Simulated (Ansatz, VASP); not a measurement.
# One calculation of Fe, two programs

Contents of INCAR:

```
SYSTEM = Fe
PREC = Accurate
ENCUT = 520
EDIFF = 1E-7
ISMEAR = -1
SIGMA = 0.05
LREAL = .FALSE.
LASPH = .TRUE.
NELM = 150
ALGO = Normal
ISIF = 2
LWAVE = .FALSE.
LCHARG = .FALSE.
ISPIN = 2
MAGMOM = 2.657
LORBIT = 11
LMAXMIX = 4
GGA = B5
ALDAX = 1.0
AGGAX = 1.0
AGGAC = 1.0
ALDAC = 0.0
NBANDS = 14
```

KPOINTS

```
regular mesh
0
G
  24 24 24
  0 0 0
```

The input POSCAR:

```
Fe
1.0
    0.0000000000      1.8456030165      1.8456030165
    1.8456030165      0.0000000000      1.8456030165
    1.8456030165      1.8456030165      0.0000000000
Fe
1
Direct
    0.0000000000      0.0000000000      0.0000000000
```

Input for Ansatz:

```yaml
crystal:
  lattice:
    - [0.0, 1.8456030165, 1.8456030165]
    - [1.8456030165, 0.0, 1.8456030165]
    - [1.8456030165, 1.8456030165, 0.0]
  atoms:
    - { symbol: Fe, position: [0.0, 0.0, 0.0], spin: 2.657 }
hamiltonian:
  xc: blyp
  pseudopotentials:
    kind: paw
    azcp:
      Fe: "pseudopotentials/Fe.paw.azcp"
basis:
  ecutwfc: 420
  fft_grid_basis: typed
kpoints:
  mp_grid: { grid: [24, 24, 24], shift: [0, 0, 0] }
magnetization:
  spin_polarized: true
scf:
  occupations: { method: fermi_dirac, width: 0.05 }
output:
  write_density: true
  write_potential: true
  elf: true
  volumetric_format: npy
```

Alike in both runs: task single point; functional BLYP; k mesh 24 × 24 × 24; occupations fermi-dirac, width 0.05 eV; collinear spin.

|  | VASP | Ansatz |
| --- | --- | --- |
| version | VASP 6.6.1 | Ansatz 0.2.0 |
| potentials or method | VASP PAW PBE potentials, release 64 (Fe), cutoff 520 eV | plane waves (420 eV) with PAW, scalar-relativistic |
| valence electrons in the cell | 8 | 16 |

|  | VASP | Ansatz | Ansatz less VASP |
| --- | --- | --- | --- |
| net moment per atom (μB) | 2.58 | 2.58 | +0.005 |
| size of the moment on the site where the two differ most (μB) | 2.58 | 2.63 | +0.051 |

VASP's potentials were made for PBE, not for BLYP. Site moments also hang on the region over which each program counts them. With one functional, cell and mesh, what is left measures potentials, basis and numerics. VASP's potentials hold 8 valence electrons a cell and Ansatz's 16, so a difference there can come from the potentials and not from the codes.
